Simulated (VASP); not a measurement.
# Al (Fm-3m) in VASP: single point with HSE06

Aim: the single point of Al with HSE06.

Program: VASP 6.6.1. These are calculated values, not measurements. Logs are shortened: lines on timing, memory, paths and dates and some standing lists are left out, and cuts for length are marked.

## 1. The cell of the first run

Symmetry: Fm-3m, No. 225, cubic system. The conventional cell has a = 4.050 Å, b = 4.050 Å, c = 4.050 Å, α = 90.00°, β = 90.00°, γ = 90.00°. Al (site symmetry m-3m) has 12 Al at 2.86 Å within 3.8 Å.

## 2. Single point, HSE06

File POSCAR:

```
Al
1.0
    4.0500000000      0.0000000000      0.0000000000
    0.0000000000      4.0500000000      0.0000000000
    0.0000000000      0.0000000000      4.0500000000
Al
4
Direct
    0.0000000000      0.0000000000      0.0000000000
    0.0000000000      0.5000000000      0.5000000000
    0.5000000000      0.0000000000      0.5000000000
    0.5000000000      0.5000000000      0.0000000000
```

File INCAR.step1:

```
PREC = Accurate ; ENCUT = 520
EDIFF = 1E-5 ; ISMEAR = -1
SIGMA = 0.1 ; LREAL = F
LASPH = T ; NELM = 80
ALGO = Normal ; ISIF = 2
LWAVE = T ; NBANDS = 14
GGA = PE
```

File INCAR.step2:

```
PREC = Accurate ; ENCUT = 520
EDIFF = 1E-6 ; ISMEAR = -1
SIGMA = 0.1 ; LREAL = F
LASPH = T ; NELM = 80
ALGO = Normal ; ISIF = 2
LWAVE = F ; LCHARG = T
GGA = PE ; LHFCALC = T
HFSCREEN = 0.2079 ; PRECFOCK = Normal
LELF = T ; LVHAR = T
NBANDS = 14 ; ISTART = 1
```

File KPOINTS:

```
Automatic mesh
0
Gamma
  3 3 3
```

Potentials or basis: VASP PAW PBE potentials, release 64 (Al).

Run with:

```console
> cat potpaw_PBE.64/Al/POTCAR > POTCAR
> cp INCAR.step1 INCAR
> mpirun -np 1 vasp_std > vasp.out
> cp INCAR.step2 INCAR
> mpirun -np 1 vasp_std > vasp.out
```

OUTCAR:

```text
PREC = Accurate
   ENCUT = 520
   EDIFF = 1E-6
   ISMEAR = -1
   LREAL = F
   LASPH = T
   NELM = 80
   ISIF = 2
   GGA = PE
   LHFCALC = T
   HFSCREEN = 0.2079
   PRECFOCK = Normal
   ISTART = 1

 ion  position               nearest neighbor table
   1  0.000  0.000  0.000-   2 2.86   3 2.86   4 2.86   2 2.86   3 2.86   2 2.86   4 2.86   2 2.86
                             3 2.86   4 2.86   3 2.86   4 2.86
   2  0.000  0.500  0.500-   1 2.86   3 2.86   4 2.86   1 2.86   4 2.86   1 2.86   3 2.86   1 2.86
                             3 2.86   4 2.86   4 2.86   3 2.86
   3  0.500  0.000  0.500-   1 2.86   2 2.86   4 2.86   1 2.86   4 2.86   2 2.86   4 2.86   4 2.86
                             1 2.86   2 2.86   1 2.86   2 2.86
   4  0.500  0.500  0.000-   1 2.86   2 2.86   3 2.86   2 2.86   3 2.86   1 2.86   3 2.86   3 2.86
                             1 2.86   2 2.86   2 2.86   1 2.86

  LATTYP: Found a simple cubic cell.
 ALAT       =     4.0500000000

  Lattice vectors:

 A1 = (   4.0500000000,   0.0000000000,   0.0000000000)
 A2 = (   0.0000000000,   4.0500000000,   0.0000000000)
 A3 = (   0.0000000000,   0.0000000000,   4.0500000000)

Analysis of symmetry for initial positions (statically):
=====================================================================
 Subroutine PRICEL returns following result:

  LATTYP: Found a face centered cubic cell.
 ALAT       =     4.0500000000

  Lattice vectors:

 A1 = (   2.0250000000,  -2.0250000000,   0.0000000000)
 A2 = (   2.0250000000,   0.0000000000,   2.0250000000)
 A3 = (   0.0000000000,  -2.0250000000,   2.0250000000)

   4 primitive cells build up your supercell.

 Routine SETGRP: Setting up the symmetry group for a
 simple cubic supercell.

 Subroutine GETGRP returns: Found 48 space group operations
 (whereof 48 operations were pure point group operations)
 out of a pool of 48 trial point group operations.

The static configuration has the point symmetry O_h .

Analysis of symmetry for dynamics (positions and initial velocities):
=====================================================================
 Subroutine PRICEL returns following result:

  LATTYP: Found a face centered cubic cell.
 ALAT       =     4.0500000000

  Lattice vectors:

 A1 = (   2.0250000000,  -2.0250000000,   0.0000000000)
 A2 = (   2.0250000000,   0.0000000000,   2.0250000000)
 A3 = (   0.0000000000,  -2.0250000000,   2.0250000000)

[... 104 lines left out ...]
   IMIX   =      1    mixing-type and parameters
     AMIX     =   0.40;   BMIX     =  1.00
     AMIX_MAG =   1.60;   BMIX_MAG =  1.00
  volume/ion in A,a.u.               =      16.61       112.07
  Fermi-wavevector in a.u.,A,eV,Ry     =   0.925437  1.748822 11.652489  0.856434
  Thomas-Fermi vector in A             =   2.051291
   LORBIT       =      0    0 simple, 1 ext, 2 COOP (PROOUT), +10 PAW based schemes
   GGA     = PE    functional components
   LHFCALC =     T    Hartree Fock is set to
   PRECFOCK=normal    Normal, Fast or Accurate (Low or Medium for compatibility)
   ENCUT4O =  -1.0   cutoff for four orbital integrals eV
   NKREDX  =     1    reduce k-point grid by
   NKREDY  =     1    reduce k-point grid by
   NKREDZ  =     1    reduce k-point grid by
   AEXX    =    0.2500 exact exchange contribution
   HFSCREEN=    0.2079 screening length (either q_TF or 0.3 A-1)
   HFSCREENC=   0.2079 screening length for correlation (either q_TF or 0.3 A-1)
   ENCUTFOCK=  -1.0 apply spherical cutoff to Coloumb kernel
   IVDW    =     0    specifies the selected vdW correction
   LEPSILON=     F    determine dielectric tensor
   LRPA    =     F    only Hartree local field effects (RPA)
 non-spin polarized calculation
  energy-cutoff  :      520.00
  volume of cell :       66.43
 maximum number of plane-waves:      1804
 NGX is ok and might be reduce to    30
  NGX = 24; NGY = 24; NGZ = 24

 number of electron      12.0000000 magnetization

 Free energy of the ion-electron system (eV)
  ---------------------------------------------------
  ext. energy  EPLUGINS =         0.00000000
  ---------------------------------------------------
  free energy    TOTEN  =       -16.44419834 eV

  energy without entropy =      -16.38351394  energy(sigma->0) =      -16.41385614

 E-fermi :   8.2758     XC(G=0):  -8.3961

 val. band max:        7.1951121309   @ k =   0.3333   0.0000   0.0000
 cond. band min:       8.4101301325   @ k =   0.3333   0.3333   0.0000
 fundamental gap:      1.2150180016
 Fermi energy:         8.2758449961

 k-point     1 :       0.0000    0.0000    0.0000
  band No.  band energies     occupation
      1      -4.7261      2.00000
      2       4.4974      2.00000
      3       4.4974      2.00000
      4       4.4974      2.00000
      5       6.0883      2.00000
      6       6.0883      2.00000
      7       6.0883      2.00000
      8      13.8095      0.00000
      9      13.8095      0.00000
     10      13.8095      0.00000
     11      14.1473      0.00000
     12      14.1473      0.00000
     13      14.1473      0.00000
     14      14.1473      0.00000
[... 37 lines left out ...]
      1      -1.3636      2.00000
      2       1.9732      2.00000
      3       1.9732      2.00000
      4       1.9732      2.00000
      5       5.3107      2.00000
      6       5.3107      2.00000
      7       5.3107      2.00000
      8       8.5517      0.11917
      9      14.7685      0.00000
     10      14.7685      0.00000
     11      14.7685      0.00000
     12      16.8929      0.00000
     13      16.8929      0.00000
     14      16.8929      0.00000

------------------------ aborting loop because EDIFF is reached ----------------------------------------

  FORCE on cell =-STRESS in cart. coord.  units (eV):
  Direction    XX          YY          ZZ          XY          YZ          ZX
  --------------------------------------------------------------------------------------
  -------------------------------------------------------------------------------------
  Total       -0.4741756     -0.4741756     -0.4741756      0.0000000      0.0000000     -0.0000000
  in kB      -11.4362782    -11.4362782    -11.4362782      0.0000000      0.0000000     -0.0000000
  external PRESSURE =     -11.4362782 kB  Pullay stress =       0.0000000 kB

 VOLUME and BASIS-vectors are now :
 -----------------------------------------------------------------------------
  energy-cutoff  :      520.00
  volume of cell :       66.43
      direct lattice vectors                 reciprocal lattice vectors
     4.050000000  0.000000000  0.000000000     0.246913580  0.000000000  0.000000000
     0.000000000  4.050000000  0.000000000     0.000000000  0.246913580  0.000000000
     0.000000000  0.000000000  4.050000000     0.000000000  0.000000000  0.246913580

 POSITION                                       TOTAL-FORCE (eV/Angst)
 -----------------------------------------------------------------------------------
      0.00000      0.00000      0.00000         0.000000      0.000000     -0.000000
      0.00000      2.02500      2.02500         0.000000     -0.000000      0.000000
      2.02500      0.00000      2.02500        -0.000000      0.000000      0.000000
      2.02500      2.02500      0.00000        -0.000000     -0.000000     -0.000000
 -----------------------------------------------------------------------------------
    total drift:                                0.000161     -0.000121      0.000168

  FREE ENERGIE OF THE ION-ELECTRON SYSTEM (eV)
  ---------------------------------------------------
  free  energy   TOTEN  =       -16.4441983389 eV

  energy  without entropy=      -16.3835139372  energy(sigma->0) =      -16.41385614
```

OUTCAR.step1:

```text
PREC = Accurate
   ENCUT = 520
   EDIFF = 1E-5
   ISMEAR = -1
   LREAL = F
   LASPH = T
[... 290 lines left out ...]
      0.00000      0.00000      0.00000         0.000000      0.000000      0.000000
      0.00000      2.02500      2.02500        -0.000000      0.000000     -0.000000
      2.02500      0.00000      2.02500        -0.000000     -0.000000     -0.000000
      2.02500      2.02500      0.00000         0.000000     -0.000000      0.000000
 -----------------------------------------------------------------------------------
    total drift:                               -0.000000     -0.000000      0.000000

  FREE ENERGIE OF THE ION-ELECTRON SYSTEM (eV)
  ---------------------------------------------------
  free  energy   TOTEN  =       -15.0054508835 eV

  energy  without entropy=      -14.9429169646  energy(sigma->0) =      -14.97418392
```

OSZICAR.step1:

```text
N       E                     dE             d eps       ncg     rms          rms(c)
DAV:   1     0.893992386408E+01    0.89399E+01   -0.43409E+03   112   0.674E+02
DAV:   2    -0.142431905155E+02   -0.23183E+02   -0.22134E+02   150   0.955E+01
DAV:   3    -0.150912553481E+02   -0.84806E+00   -0.82921E+00   142   0.133E+01
DAV:   4    -0.150998044164E+02   -0.85491E-02   -0.85475E-02   132   0.152E+00
DAV:   5    -0.150998817835E+02   -0.77367E-04   -0.77368E-04   136   0.162E-01    0.254E+00
DAV:   6    -0.150446438000E+02    0.55238E-01   -0.68012E-03   112   0.463E-01    0.147E+00
DAV:   7    -0.150055770929E+02    0.39067E-01   -0.18786E-02   118   0.721E-01    0.250E-01
DAV:   8    -0.150054569297E+02    0.12016E-03   -0.16945E-04   138   0.843E-02    0.162E-02
DAV:   9    -0.150054508835E+02    0.60462E-05   -0.44461E-06    68   0.112E-02
   1 F= -.15005451E+02 E0= -.14974184E+02  d E =-.625339E-01
```

Wall time 75 s (1 thread of Intel Xeon Platinum 8259CL at 2.50GHz (Skylake/Cascade Lake), shared host); peak memory 0.26 GiB.

What came out:

- Free energy: -16.4442 eV
- Pressure: -1.1 GPa
- Band gap on the k mesh: zero (band 6 reaches 8.41 eV, above the bottom of band 7 at 5.31 eV)

Caveat: the k points lie up to 0.52 Å⁻¹ apart; the PAW data sets were made with another functional, which shifts forces and pressure a little.
